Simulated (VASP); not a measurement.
## Ni3Ge: single point with LDA

Ni3Ge:

```
Ni Ge
1.0
     3.53033    0.00000    0.00000
     0.00000    3.53033    0.00000
     0.00000    0.00000    3.53033
Ni Ge
3 1
Direct
  0.50000 0.00000 0.50000
  0.00000 0.50000 0.50000
  0.50000 0.50000 0.00000
  0.00000 0.00000 0.00000
```

```
Program                : VASP 6.6.1
Task                   : single point
Functional             : LDA
Potentials or basis    : VASP PAW LDA potentials, release 64 (Ni, Ge_d)
Cutoff                 : 520 eV
k mesh                 : 8 × 8 × 8
Occupations            : fermi-dirac, width 0.05 eV
Spin                   : collinear spin, ferromagnetic start
Starting moments       : [1.2, 1.2, 1.2, 0.0] μB
Fixed moment           : 3.6 μB
Dipole correction      : no
Further INCAR settings : ALGO = Normal; EDIFF = 1e-06; NBANDS = 34
```

| Item | Value |
| --- | --- |
| Pressure | 4.6 GPa |
| Net moment | 3.60 μB per cell |
| Site moments | Ni +1.05; Ge +0.26 μB |
| Valence electrons inside the program's atomic spheres | Ni 9.41; Ge 12.57 |

Run time: 2.7 min on 1 thread of Intel Xeon 8259CL, on a shared host, peak memory 0.2 GiB.

Caveat: the cell stands under pressure; the total moment is fixed, so each spin has its own Fermi level and the state may be an excited one.
